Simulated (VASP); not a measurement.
# LaB6 (Pm-3m) in VASP: electric field gradients with PBE

Aim: the electric field gradients of LaB6 with PBE.

All numbers are computed with VASP 6.6.1; they aren't measurements. Logs are shortened: lines on timing, memory, paths and dates and some standing lists are left out, and cuts for length are marked.

## Step 1: The cell of the first run

Symmetry: Pm-3m, No. 221, cubic system. The conventional cell has a = 4.157 Å, b = 4.157 Å, c = 4.157 Å, α = 90.00°, β = 90.00°, γ = 90.00°. Within 4.2 Å of La (site symmetry m-3m) lie 24 B at 3.05 Å and 6 La at 4.16 Å. B (site symmetry 4mm) has 5 B at 1.66 to 1.76 Å within 2.2 Å.

## Step 2: Electric field gradients, PBE, non-collinear spin, zero start, spin-orbit coupling

Contents of INCAR:

```
SYSTEM = LaB6
  ALGO = Normal
  EDIFF = 1E-8
  ENCUT = 520
  GGA = PE
  GGA_COMPAT = .FALSE.
  ISIF = 2
  ISMEAR = -1
  LASPH = .TRUE.
  LCHARG = .FALSE.
  LEFG = .TRUE.
  LMAXMIX = 6
  LORBIT = 11
  LORBMOM = .TRUE.
  LREAL = .FALSE.
  LSORBIT = .TRUE.
  LWAVE = .FALSE.
  MAGMOM = 0 0 0 0 0 0 0 0 0 0 0 0 0 0 0 0 0 0 0 0 0
  NBANDS = 46
  NELM = 150
  PREC = Accurate
  SIGMA = 0.05
```

Contents of KPOINTS:

```
k-points
0
G
  8 8 8
  0 0 0
```

Contents of POSCAR:

```
LaB6
1.0
    4.1570000000      0.0000000000      0.0000000000
    0.0000000000      4.1570000000      0.0000000000
    0.0000000000      0.0000000000      4.1570000000
La B
1 6
Direct
    0.0000000000      0.0000000000      0.0000000000
    0.1998387532      0.5000000000      0.5000000000
    0.5000000000      0.1998387532      0.5000000000
    0.8001612468      0.5000000000      0.5000000000
    0.5000000000      0.8001612468      0.5000000000
    0.5000000000      0.5000000000      0.1998387532
    0.5000000000      0.5000000000      0.8001612468
```

Potentials or basis: VASP PAW PBE potentials, release 64 (La, B).

Command:

```sh
cat potpaw_PBE.64/La/POTCAR potpaw_PBE.64/B/POTCAR > POTCAR
mpirun -np 1 vasp_ncl > vasp.out
```

OUTCAR:

```text
SYSTEM = LaB6
   EDIFF = 1E-8
   ENCUT = 520
   GGA = PE
   ISIF = 2
   ISMEAR = -1
   LASPH = .TRUE.
   LORBIT = 11
   LREAL = .FALSE.
   LSORBIT = .TRUE.
   NELM = 150
   PREC = Accurate

 ion  position               nearest neighbor table
   1  0.000  0.000  0.000-
   2  0.200  0.500  0.500-   4 1.66   3 1.76   5 1.76   6 1.76   7 1.76
   3  0.500  0.200  0.500-   5 1.66   4 1.76   2 1.76   6 1.76   7 1.76
   4  0.800  0.500  0.500-   2 1.66   3 1.76   5 1.76   6 1.76   7 1.76
   5  0.500  0.800  0.500-   3 1.66   2 1.76   4 1.76   6 1.76   7 1.76
   6  0.500  0.500  0.200-   7 1.66   3 1.76   4 1.76   5 1.76   2 1.76
   7  0.500  0.500  0.800-   6 1.66   3 1.76   4 1.76   5 1.76   2 1.76

  LATTYP: Found a simple cubic cell.
 ALAT       =     4.1570000000

  Lattice vectors:

 A1 = (   4.1570000000,   0.0000000000,   0.0000000000)
 A2 = (   0.0000000000,   4.1570000000,   0.0000000000)
 A3 = (   0.0000000000,   0.0000000000,   4.1570000000)

Analysis of symmetry for initial positions (statically):
=====================================================================
 Subroutine PRICEL returns:
 Original cell was already a primitive cell.

 Routine SETGRP: Setting up the symmetry group for a
 simple cubic supercell.

 Subroutine GETGRP returns: Found 48 space group operations
 (whereof 48 operations were pure point group operations)
 out of a pool of 48 trial point group operations.

The static configuration has the point symmetry O_h .

Analysis of symmetry for dynamics (positions and initial velocities):
=====================================================================
 Subroutine PRICEL returns:
 Original cell was already a primitive cell.

 Routine SETGRP: Setting up the symmetry group for a
 simple cubic supercell.

 Subroutine GETGRP returns: Found 48 space group operations
 (whereof 48 operations were pure point group operations)
 out of a pool of 48 trial point group operations.

The dynamic configuration has the point symmetry O_h .

Analysis of structural, dynamic, and magnetic symmetry:
=====================================================================
 Subroutine PRICEL returns:
 Original cell was already a primitive cell.

 Routine SETGRP: Setting up the symmetry group for a
 simple cubic supercell.

 Subroutine GETGRP returns: Found 48 space group operations
 (whereof 48 operations were pure point group operations)
 out of a pool of 48 trial point group operations.

The overall configuration has the point symmetry O_h .

 Subroutine INISYM returns: Found 48 space group operations
 (whereof 48 operations are pure point group operations),
 and found     1 'primitive' translations

----------------------------------------------------------------------------------------

                                     Primitive cell

  volume of cell :      71.8357

  direct lattice vectors                    reciprocal lattice vectors
     4.157000000  0.000000000  0.000000000     0.240558095  0.000000000  0.000000000
     0.000000000  4.157000000  0.000000000     0.000000000  0.240558095  0.000000000
     0.000000000  0.000000000  4.157000000     0.000000000  0.000000000  0.240558095

  length of vectors
     4.157000000  4.157000000  4.157000000     0.240558095  0.240558095  0.240558095

  position of ions in fractional coordinates (direct lattice)
     0.000000000  0.000000000  0.000000000
     0.199838753  0.500000000  0.500000000
     0.500000000  0.199838753  0.500000000
     0.800161247  0.500000000  0.500000000
     0.500000000  0.800161247  0.500000000
     0.500000000  0.500000000  0.199838753
[... 1245 lines left out ...]
   2     -12.886     6.443     6.443     0.000     0.000    -0.000
   3       6.443   -12.886     6.443     0.000     0.000     0.000
   4     -12.886     6.443     6.443     0.000     0.000    -0.000
   5       6.443   -12.886     6.443     0.000    -0.000     0.000
   6       6.443     6.443   -12.886     0.000     0.000     0.000
   7       6.443     6.443   -12.886    -0.000     0.000     0.000
---------------------------------------------------------------------

 Electric field gradients after diagonalization (V/A^2)
 (convention: |V_zz| > |V_xx| > |V_yy|)
----------------------------------------------------------------------
 ion       V_xx      V_yy      V_zz     asymmetry (V_yy - V_xx)/ V_zz
----------------------------------------------------------------------
   1       0.000    -0.000     0.000      -0.302
   2       6.443     6.443   -12.886       0.000
   3       6.443     6.443   -12.886       0.000
   4       6.443     6.443   -12.886       0.000
   5       6.443     6.443   -12.886       0.000
   6       6.443     6.443   -12.886       0.000
   7       6.443     6.443   -12.886       0.000
----------------------------------------------------------------------

           NMR quadrupolar parameters

 Cq : quadrupolar parameter    Cq=e*Q*V_zz/h
 eta: asymmetry parameters     (V_yy - V_xx)/ V_zz
 Q  : nuclear electric quadrupole moment in mb (millibarn)
----------------------------------------------------------------------
 ion       Cq(MHz)       eta       Q (mb)
----------------------------------------------------------------------
   1       0.000      -0.302       1.000
   2      -0.031       0.000       1.000
   3      -0.031       0.000       1.000
   4      -0.031       0.000       1.000
   5      -0.031       0.000       1.000
   6      -0.031       0.000       1.000
   7      -0.031       0.000       1.000
----------------------------------------------------------------------

 orbital moment (x)

 # of ion     p       d       f       tot
 ------------------------------------------------
  1        -0.000  -0.000  -0.000  -0.000
  2        -0.000   0.000   0.000  -0.000
  3        -0.000   0.000   0.000  -0.000
  4         0.000   0.000   0.000   0.000
  5        -0.000   0.000   0.000  -0.000
  6        -0.000   0.000   0.000  -0.000
  7         0.000   0.000   0.000   0.000
 ------------------------------------------------
           -0.000  -0.000  -0.000  -0.000

 orbital moment (y)

 # of ion     p       d       f       tot
 ------------------------------------------------
  1        -0.000   0.000   0.000   0.000
  2         0.000   0.000   0.000   0.000
  3         0.000   0.000   0.000   0.000
  4         0.000   0.000   0.000   0.000
  5         0.000   0.000   0.000   0.000
  6         0.000   0.000   0.000   0.000
  7         0.000   0.000   0.000   0.000
 ------------------------------------------------
            0.000   0.000   0.000   0.000

 orbital moment (z)

 # of ion     p       d       f       tot
 ------------------------------------------------
  1         0.000   0.000   0.000   0.000
  2         0.000   0.000   0.000   0.000
  3         0.000   0.000   0.000   0.000
  4        -0.000   0.000   0.000  -0.000
  5        -0.000   0.000   0.000  -0.000
  6         0.000   0.000   0.000   0.000
  7         0.000   0.000   0.000   0.000
 ------------------------------------------------
            0.000   0.000   0.000   0.000

 Spin-Orbit-Coupling matrix elements

 Ion:    1  E_soc:     -0.5755859
 l=   1
     0.0000000    -0.0948558    -0.0948558
    -0.0948558     0.0000000    -0.0948558
    -0.0948558    -0.0948558     0.0000000
 l=   2
     0.0000000    -0.0001123     0.0000000    -0.0001123    -0.0006931
    -0.0001123     0.0000000    -0.0005198    -0.0001123    -0.0001733
     0.0000000    -0.0005198     0.0000000    -0.0005198     0.0000000
    -0.0001123    -0.0001123    -0.0005198     0.0000000    -0.0001733
    -0.0006931    -0.0001733     0.0000000    -0.0001733     0.0000000
 l=   3
     0.0000000    -0.0000297     0.0000000     0.0000000     0.0000000    -0.0000289    -0.0001694
    -0.0000297     0.0000000    -0.0000494     0.0000000    -0.0000494    -0.0000791    -0.0000297
     0.0000000    -0.0000494     0.0000000    -0.0001105    -0.0000213    -0.0000512     0.0000000
     0.0000000     0.0000000    -0.0001105     0.0000000    -0.0001105     0.0000000     0.0000000
[... 109 lines left out ...]
 l=   2
     0.0000000     0.0000000     0.0000000     0.0000000     0.0000000
     0.0000000     0.0000000     0.0000000     0.0000000     0.0000000
     0.0000000     0.0000000     0.0000000     0.0000000     0.0000000
     0.0000000     0.0000000     0.0000000     0.0000000     0.0000000
     0.0000000     0.0000000     0.0000000     0.0000000     0.0000000
 l=   3
     0.0000000     0.0000000     0.0000000     0.0000000     0.0000000     0.0000000     0.0000000
     0.0000000     0.0000000     0.0000000     0.0000000     0.0000000     0.0000000     0.0000000
     0.0000000     0.0000000     0.0000000     0.0000000     0.0000000     0.0000000     0.0000000
     0.0000000     0.0000000     0.0000000     0.0000000     0.0000000     0.0000000     0.0000000
     0.0000000     0.0000000     0.0000000     0.0000000     0.0000000     0.0000000     0.0000000
     0.0000000     0.0000000     0.0000000     0.0000000     0.0000000     0.0000000     0.0000000
     0.0000000     0.0000000     0.0000000     0.0000000     0.0000000     0.0000000     0.0000000

 total charge

# of ion       s       p       d       f       tot
--------------------------------------------------
    1        1.992   5.661   0.633   0.224   8.511
    2        0.695   1.359   0.000   0.000   2.054
    3        0.695   1.359   0.000   0.000   2.054
    4        0.695   1.359   0.000   0.000   2.054
    5        0.695   1.359   0.000   0.000   2.054
    6        0.695   1.359   0.000   0.000   2.054
    7        0.695   1.359   0.000   0.000   2.054
--------------------------------------------------
tot          6.161  13.818   0.633   0.224  20.836

 magnetization (x)

# of ion       s       p       d       f       tot
--------------------------------------------------
    1       -0.000  -0.000   0.000  -0.000  -0.000
    2        0.000   0.000   0.000   0.000   0.000
    3        0.000  -0.000   0.000   0.000  -0.000
    4        0.000   0.000   0.000   0.000   0.000
    5        0.000  -0.000   0.000   0.000   0.000
    6       -0.000   0.000   0.000   0.000   0.000
    7       -0.000   0.000   0.000   0.000  -0.000
--------------------------------------------------
tot         -0.000  -0.000   0.000  -0.000  -0.000

 magnetization (y)

# of ion       s       p       d       f       tot
--------------------------------------------------
    1       -0.000  -0.000   0.000   0.000  -0.000
    2        0.000  -0.000   0.000   0.000  -0.000
    3       -0.000   0.000   0.000   0.000  -0.000
    4       -0.000   0.000   0.000   0.000   0.000
    5       -0.000   0.000   0.000   0.000  -0.000
    6       -0.000   0.000   0.000   0.000  -0.000
    7       -0.000   0.000   0.000   0.000  -0.000
--------------------------------------------------
tot         -0.000   0.000   0.000   0.000  -0.000

 magnetization (z)

# of ion       s       p       d       f       tot
--------------------------------------------------
    1        0.000  -0.000   0.000  -0.000  -0.000
    2        0.000   0.000   0.000   0.000   0.000
    3        0.000   0.000   0.000   0.000   0.000
    4        0.000   0.000   0.000   0.000   0.000
    5        0.000   0.000   0.000   0.000   0.000
    6        0.000   0.000   0.000   0.000   0.000
    7        0.000   0.000   0.000   0.000   0.000
--------------------------------------------------
tot          0.000   0.000   0.000  -0.000   0.000
```

It took 13 min on 1 thread of Intel Xeon 8259CL, shared host; peak memory 0.42 GiB.

Results:

* Free energy: -49.3423 eV
* Pressure: -0.4 GPa
* Largest force: 0.013 eV/Å
* Net moment: 0.00 μB per cell
* Largest electric field gradient by atom: La +0.0; B -12.9 V/Å²
* Valence electrons inside the program's atomic spheres: La 8.51; B 2.05

Forces in eV/Å, atoms in the order of the input:
```
La   0.000  0.000  0.000
B   -0.013  0.000  0.000
B    0.000 -0.013  0.000
B    0.013  0.000  0.000
B    0.000  0.013  0.000
B    0.000  0.000 -0.013
B    0.000  0.000  0.013
```

Moments on the atoms (μB; x, y, z):
```
La  0.00 0.00 0.00
B   0.00 0.00 0.00
B   0.00 0.00 0.00
B   0.00 0.00 0.00
B   0.00 0.00 0.00
B   0.00 0.00 0.00
B   0.00 0.00 0.00
```

Electric field gradients, principal values (V/Å²):
| atom | least | middle | greatest (by size) |
| --- | --- | --- | --- |
| 1 La | 0.000 | 0.000 | 0.000 |
| 2 B | 6.443 | 6.443 | -12.886 |
| 3 B | 6.443 | 6.443 | -12.886 |
| 4 B | 6.443 | 6.443 | -12.886 |
| 5 B | 6.443 | 6.443 | -12.886 |
| 6 B | 6.443 | 6.443 | -12.886 |
| 7 B | 6.443 | 6.443 | -12.886 |

Caveat: without QUAD_EFG the Cq values of the log hold for a quadrupole moment of 1 mb, not for the nuclei.
